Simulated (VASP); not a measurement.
# GaAs (F-43m) in VASP: notebook

The runs below take GaAs through single point, with PBE.

Program: VASP 6.6.1. These are calculated values, not measurements. Logs are shortened: lines on timing, memory, paths and dates and some standing lists are left out, and cuts for length are marked.

**Measured values to compare with.**

“Evidence of valence band perturbations in GaAsN/GaAs(001): A combined variable-angle spectroscopic ellipsometry and modulated photoreflectance investigation”, 2008, arxiv:0805.2212 reports, for a bulk crystal of GaAs at 300 K: band gap 1.412 ± 0.01 eV (direct).

How close the calculation comes is told below.

**1. The cell of the first run**

Symmetry: F-43m, No. 216, cubic system. The conventional cell has a = 5.745 Å, b = 5.745 Å, c = 5.745 Å, α = 90.00°, β = 90.00°, γ = 90.00°. Within 3.3 Å of Ga (site symmetry -43m) lie 4 As at 2.49 Å. As (site symmetry -43m) has 4 Ga at 2.49 Å within 3.3 Å.

**2. Single point, PBE, non-collinear spin, zero start, spin-orbit coupling**

INCAR

```
ALGO = Normal
EDIFF = 1E-6
ENCUT = 520
GGA = PE
GGA_COMPAT = F
ISIF = 2
ISMEAR = 0
LASPH = T
LCHARG = F
LNONCOLLINEAR = T
LORBIT = 11
LORBMOM = T
LREAL = F
LSORBIT = T
LWAVE = F
MAGMOM = 0 0 0 0 0 0
NBANDS = 30
NELM = 150
PREC = Accurate
SIGMA = 0.02
```

KPOINTS

```
k-points
0
Gamma
  12 12 12
```

POSCAR

```
GaAs
1.0
    0.0000000000      2.8726923284      2.8726923284
    2.8726923284      0.0000000000      2.8726923284
    2.8726923284      2.8726923284      0.0000000000
Ga As
1 1
Direct
    0.0000000000      0.0000000000      0.0000000000
    0.2500000000      0.2500000000      0.2500000000
```

Potentials or basis: VASP PAW PBE potentials, release 64 (Ga_d, As).

On the command line:

```
$ cat potpaw_PBE.64/Ga_d/POTCAR potpaw_PBE.64/As/POTCAR > POTCAR
$ mpirun -np 1 vasp_ncl > vasp.out
```

OUTCAR:

```text
EDIFF = 1E-6
   ENCUT = 520
   GGA = PE
   ISIF = 2
   ISMEAR = 0
   LASPH = T
   LNONCOLLINEAR = T
   LORBIT = 11
   LREAL = F
   LSORBIT = T
   NELM = 150
   PREC = Accurate

 ion  position               nearest neighbor table
   1  0.000  0.000  0.000-   2 2.49   2 2.49   2 2.49   2 2.49
   2  0.250  0.250  0.250-   1 2.49   1 2.49   1 2.49   1 2.49

  LATTYP: Found a face centered cubic cell.
 ALAT       =     5.7453846568

  Lattice vectors:

 A1 = (   0.0000000000,   2.8726923284,   2.8726923284)
 A2 = (   2.8726923284,   0.0000000000,   2.8726923284)
 A3 = (   2.8726923284,   2.8726923284,   0.0000000000)

Analysis of symmetry for initial positions (statically):
=====================================================================
 Subroutine PRICEL returns:
 Original cell was already a primitive cell.

 Routine SETGRP: Setting up the symmetry group for a
 face centered cubic supercell.

 Subroutine GETGRP returns: Found 24 space group operations
 (whereof 24 operations were pure point group operations)
 out of a pool of 48 trial point group operations.

The static configuration has the point symmetry T_d .

Analysis of symmetry for dynamics (positions and initial velocities):
=====================================================================
 Subroutine PRICEL returns:
 Original cell was already a primitive cell.

 Routine SETGRP: Setting up the symmetry group for a
 face centered cubic supercell.

 Subroutine GETGRP returns: Found 24 space group operations
 (whereof 24 operations were pure point group operations)
 out of a pool of 48 trial point group operations.

The dynamic configuration has the point symmetry T_d .

Analysis of structural, dynamic, and magnetic symmetry:
=====================================================================
 Subroutine PRICEL returns:
 Original cell was already a primitive cell.

 Routine SETGRP: Setting up the symmetry group for a
 face centered cubic supercell.

 Subroutine GETGRP returns: Found 24 space group operations
 (whereof 24 operations were pure point group operations)
 out of a pool of 48 trial point group operations.

The overall configuration has the point symmetry T_d .

 Subroutine INISYM returns: Found 24 space group operations
 (whereof 24 operations are pure point group operations),
 and found     1 'primitive' translations

----------------------------------------------------------------------------------------

                                     Primitive cell

  volume of cell :      47.4130

  direct lattice vectors                    reciprocal lattice vectors
     0.000000000  2.872692328  2.872692328    -0.174052750  0.174052750  0.174052750
     2.872692328  0.000000000  2.872692328     0.174052750 -0.174052750  0.174052750
     2.872692328  2.872692328  0.000000000     0.174052750  0.174052750 -0.174052750

  length of vectors
     4.062600451  4.062600451  4.062600451     0.301468206  0.301468206  0.301468206

  position of ions in fractional coordinates (direct lattice)
     0.000000000  0.000000000  0.000000000
     0.250000000  0.250000000  0.250000000

  ion indices of the primitive-cell ions
   primitive index   ion index
                 1           1
                 2           2

----------------------------------------------------------------------------------------

 KPOINTS: k-points

Automatic generation of k-mesh.
 Grid dimensions read from file:
 generate k-points for:   12   12   12

 Generating k-lattice:

  Cartesian coordinates                     Fractional coordinates (reciprocal lattice)
    -0.014504396  0.014504396  0.014504396     0.083333333  0.000000000  0.000000000
     0.014504396 -0.014504396  0.014504396     0.000000000  0.083333333  0.000000000
     0.014504396  0.014504396 -0.014504396     0.000000000  0.000000000  0.083333333

  Length of vectors
     0.025122351  0.025122351  0.025122351

  Shift w.r.t. Gamma in fractional coordinates (k-lattice)
     0.000000000  0.000000000  0.000000000

 Subroutine IBZKPT returns following result:
 ===========================================

 Found    116 irreducible k-points:

 Following reciprocal coordinates:
            Coordinates               Weight
  0.000000  0.000000  0.000000      1.000000
  0.083333  0.000000  0.000000      4.000000
 -0.083333  0.000000  0.000000      4.000000
  0.166667  0.000000  0.000000      4.000000
 -0.166667  0.000000  0.000000      4.000000
  0.250000  0.000000  0.000000      4.000000
[... 16 lines left out ...]
  0.500000 -0.083333  0.000000     12.000000
[... 25 lines left out ...]
   NFREE  =      0    steps in history (QN), initial steepest desc. (CG)
   ISIF   =      2    stress and relaxation
   ISYM   =      2    0-nonsym 1-usesym 2-fastsym
   POTIM  = 0.5000    time-step for ionic-motion
   TEBEG  =    0.0;   TEEND  =   0.0 temperature during run
   PSTRESS=    0.0 pullay stress
   NELECT =      18.0000    total number of electrons
   NUPDOWN=      -1.0000    fix difference up-down
   EMIN   =  10.00;   EMAX   =-10.00  energy-range for DOS
   EFERMI =   0.00;   METHOD = LEGACY
   ISMEAR =     0;   SIGMA  =   0.02  broadening in eV -4-tet -1-fermi 0-gaus
   EFERMI_NEDOS =   21; number of points for ismear=-14 and -15
   IALGO  =     38    algorithm
   IMIX   =      4    mixing-type and parameters
     AMIX     =   0.40;   BMIX     =  1.00
     AMIX_MAG =   1.60;   BMIX_MAG =  1.00
  volume/ion in A,a.u.               =      23.71       159.98
  Fermi-wavevector in a.u.,A,eV,Ry     =   1.185404  2.240090 19.118685  1.405184
  Thomas-Fermi vector in A             =   2.321599
   LORBIT       =     11    0 simple, 1 ext, 2 COOP (PROOUT), +10 PAW based schemes
   GGA     = PE    functional components
   LHFCALC =     F    Hartree Fock is set to
   AEXX    =    0.0000 exact exchange contribution
   IVDW    =     0    specifies the selected vdW correction
   LEPSILON=     F    determine dielectric tensor
   LRPA    =     F    only Hartree local field effects (RPA)
 Gauss-broadening in eV      SIGMA  =   0.02
  energy-cutoff  :      520.00
  volume of cell :       47.41
 maximum number of plane-waves:      2606
   NGX = 15   NGY = 15   NGZ = 15

 number of electron      18.0000000 magnetization       0.0000000      0.0000000      0.0000000

 number of electron      17.9999987 magnetization       0.0000000      0.0000000     -0.0000000

 number of electron      17.9999987 magnetization      -0.0000000     -0.0000000     -0.0000000

 number of electron      17.9999987 magnetization      -0.0000000      0.0000000     -0.0000000

 Free energy of the ion-electron system (eV)
  ---------------------------------------------------
  ext. energy  EPLUGINS =         0.00000000
  ---------------------------------------------------
  free energy    TOTEN  =        -8.29415942 eV

  energy without entropy =       -8.29415711  energy(sigma->0) =       -8.29415826

 E-fermi :   3.6265     XC(G=0):  -9.3727

 val. band max:        3.5956973358   @ k =   0.0000   0.0000   0.0000
 cond. band min:       3.6532720858   @ k =   0.0000   0.0000   0.0000
 fundamental gap:      0.0575747500
 Fermi energy:         3.6265226574

 k-point     1 :       0.0000    0.0000    0.0000
  band No.  band energies     occupation
      1     -11.4847      1.00000
      2     -11.4847      1.00000
      3     -11.4847      1.00000
      4     -11.4847      1.00000
      5     -11.0553      1.00000
      6     -11.0553      1.00000
[... 781 lines left out ...]
     29      13.8301      0.00000
     30      13.8320      0.00000

 [... further k-points ...]

------------------------ aborting loop because EDIFF is reached ----------------------------------------

  FORCE on cell =-STRESS in cart. coord.  units (eV):
  Direction    XX          YY          ZZ          XY          YZ          ZX
  --------------------------------------------------------------------------------------
  -------------------------------------------------------------------------------------
  Total        0.0423630      0.0423630      0.0423630      0.0000000      0.0000000     -0.0000000
  in kB        1.4315291      1.4315291      1.4315291      0.0000000      0.0000000     -0.0000000
  external PRESSURE =       1.4315291 kB  Pullay stress =       0.0000000 kB

 VOLUME and BASIS-vectors are now :
 -----------------------------------------------------------------------------
  energy-cutoff  :      520.00
  volume of cell :       47.41
      direct lattice vectors                 reciprocal lattice vectors
     0.000000000  2.872692328  2.872692328    -0.174052750  0.174052750  0.174052750
     2.872692328  0.000000000  2.872692328     0.174052750 -0.174052750  0.174052750
     2.872692328  2.872692328  0.000000000     0.174052750  0.174052750 -0.174052750

 POSITION                                       TOTAL-FORCE (eV/Angst)
 -----------------------------------------------------------------------------------
      0.00000      0.00000      0.00000         0.000000      0.000000      0.000000
      1.43635      1.43635      1.43635        -0.000000     -0.000000     -0.000000
 -----------------------------------------------------------------------------------
    total drift:                                0.000000      0.000000      0.000000

  FREE ENERGIE OF THE ION-ELECTRON SYSTEM (eV)
  ---------------------------------------------------
  free  energy   TOTEN  =        -8.2941594168 eV

  energy  without entropy=       -8.2941571111  energy(sigma->0) =       -8.29415826

 orbital moment (x)

 # of ion     p       d       tot
 ----------------------------------------
  1         0.000  -0.000   0.000
  2        -0.000   0.000  -0.000
 ----------------------------------------
           -0.000  -0.000  -0.000

 orbital moment (y)

 # of ion     p       d       tot
 ----------------------------------------
  1         0.000  -0.000   0.000
  2        -0.000   0.000  -0.000
 ----------------------------------------
           -0.000  -0.000  -0.000

 orbital moment (z)

 # of ion     p       d       tot
 ----------------------------------------
  1         0.000  -0.000  -0.000
  2        -0.000  -0.000  -0.000
 ----------------------------------------
           -0.000  -0.000  -0.000

 Spin-Orbit-Coupling matrix elements

 Ion:    1  E_soc:     -0.0117250
 l=   1
     0.0000000    -0.0011269    -0.0011269
    -0.0011269     0.0000000    -0.0011269
    -0.0011269    -0.0011269     0.0000000
 l=   2
     0.0000000    -0.0001640     0.0000000    -0.0001640    -0.0006633
    -0.0001640     0.0000000    -0.0004975    -0.0001640    -0.0001658
     0.0000000    -0.0004975     0.0000000    -0.0004975     0.0000000
    -0.0001640    -0.0001640    -0.0004975     0.0000000    -0.0001658
    -0.0006633    -0.0001658     0.0000000    -0.0001658     0.0000000
 l=   3
     0.0000000     0.0000000     0.0000000     0.0000000     0.0000000     0.0000000     0.0000000
     0.0000000     0.0000000     0.0000000     0.0000000     0.0000000     0.0000000     0.0000000
     0.0000000     0.0000000     0.0000000     0.0000000     0.0000000     0.0000000     0.0000000
     0.0000000     0.0000000     0.0000000     0.0000000     0.0000000     0.0000000     0.0000000
     0.0000000     0.0000000     0.0000000     0.0000000     0.0000000     0.0000000     0.0000000
     0.0000000     0.0000000     0.0000000     0.0000000     0.0000000     0.0000000     0.0000000
     0.0000000     0.0000000     0.0000000     0.0000000     0.0000000     0.0000000     0.0000000

 Ion:    2  E_soc:     -0.0243765
 l=   1
     0.0000000    -0.0040558    -0.0040558
    -0.0040558     0.0000000    -0.0040558
    -0.0040558    -0.0040558     0.0000000
 l=   2
     0.0000000    -0.0000034     0.0000000    -0.0000034    -0.0000035
    -0.0000034     0.0000000    -0.0000026    -0.0000034    -0.0000009
     0.0000000    -0.0000026     0.0000000    -0.0000026     0.0000000
    -0.0000034    -0.0000034    -0.0000026     0.0000000    -0.0000009
    -0.0000035    -0.0000009     0.0000000    -0.0000009     0.0000000
 l=   3
     0.0000000     0.0000000     0.0000000     0.0000000     0.0000000     0.0000000     0.0000000
     0.0000000     0.0000000     0.0000000     0.0000000     0.0000000     0.0000000     0.0000000
     0.0000000     0.0000000     0.0000000     0.0000000     0.0000000     0.0000000     0.0000000
     0.0000000     0.0000000     0.0000000     0.0000000     0.0000000     0.0000000     0.0000000
     0.0000000     0.0000000     0.0000000     0.0000000     0.0000000     0.0000000     0.0000000
     0.0000000     0.0000000     0.0000000     0.0000000     0.0000000     0.0000000     0.0000000
     0.0000000     0.0000000     0.0000000     0.0000000     0.0000000     0.0000000     0.0000000

 total charge

# of ion       s       p       d       tot
------------------------------------------
    1        0.883   0.755   9.986  11.624
    2        1.214   1.563   0.028   2.805
--------------------------------------------------
tot          2.098   2.318  10.014  14.429

 magnetization (x)

# of ion       s       p       d       tot
------------------------------------------
    1       -0.000  -0.000   0.000  -0.000
    2       -0.000   0.000   0.000   0.000
--------------------------------------------------
tot         -0.000  -0.000   0.000  -0.000

 magnetization (y)

# of ion       s       p       d       tot
------------------------------------------
    1        0.000  -0.000   0.000  -0.000
    2        0.000   0.000   0.000   0.000
--------------------------------------------------
tot          0.000   0.000   0.000   0.000

 magnetization (z)

# of ion       s       p       d       tot
------------------------------------------
    1       -0.000   0.000  -0.000   0.000
    2       -0.000   0.000   0.000   0.000
--------------------------------------------------
tot         -0.000   0.000   0.000   0.000
```

Wall time 2.6 min (1 thread of Intel Xeon Platinum 8559C (Emerald Rapids), shared host); peak memory 0.43 GiB.

Results:

| Property | Result |
| --- | --- |
| Free energy | -8.2942 eV |
| Pressure | 0.1 GPa |
| Net moment | 0.00 μB per cell |
| Valence electrons inside the program's atomic spheres | Ga 11.62; As 2.81 |

Moments on the atoms (μB; x, y, z):
```
Ga  0.00 0.00 0.00
As  0.00 0.00 0.00
```

**3. Single point, PBE**

INCAR

```
  ALGO = Normal
  EDIFF = 1E-6
  ENCUT = 520
  GGA = PE
  ISIF = 2
  ISMEAR = 0
  LASPH = T
  LCHARG = F
  LREAL = F
  LWAVE = F
  NBANDS = 16
  NELM = 100
  PREC = Accurate
  SIGMA = 0.02
```

KPOINTS is that of step 2.

POSCAR is that of step 2.

Potentials or basis: VASP PAW PBE potentials, release 64 (Ga_d, As).

On the command line:

```
$ cat potpaw_PBE.64/Ga_d/POTCAR potpaw_PBE.64/As/POTCAR > POTCAR
$ mpirun -np 1 vasp_std > vasp.out
```

Run time: 46 s. Hardware: 1 thread of Intel Xeon Platinum 8259CL at 2.50GHz (Skylake/Cascade Lake), shared host; peak memory 0.2 GiB.

Results (log left out):

```
Free energy            : -8.2763 eV
Pressure               : 0.2 GPa
Band gap on the k mesh : 0.16 eV, direct
```

Levels at points of the mesh, in eV from the valence-band top:
```tsv
k point	band 6	band 7	band 8	band 9	band 10	band 11	band 12	band 13
(0.00, 0.00, 0.00)	-12.39	0.00	0.00	0.00	0.16	3.72	3.72	3.72
(0.50, 0.00, 0.00)	-10.77	-6.38	-1.07	-1.07	0.87	4.62	4.62	7.70
(0.50, 0.50, 0.00)	-10.09	-6.60	-2.51	-2.51	1.55	1.68	9.79	9.79
```

**4. How close it comes**

Step 3. A measured gap of GaAs is 1.412 eV (direct; 300 K; “Evidence of valence band perturbations in GaAsN/GaAs(001): A combined variable-angle spectroscopic ellipsometry and modulated photoreflectance investigation”, 2008, arxiv:0805.2212); the calculated 0.16 eV misses it by -1.25 eV. So large a miss can be the level of theory's own, or it may mean another phase, state or a wrong row. 3 values of this kind are on record (1.412 to 1.51 eV); this one was drawn at random among those near their median, those with a stated uncertainty first. Spin-orbit coupling on As, Ga is left out. The value is that of PBE, without temperature or zero-point motion. Semilocal functionals fall short of measured gaps as a rule.
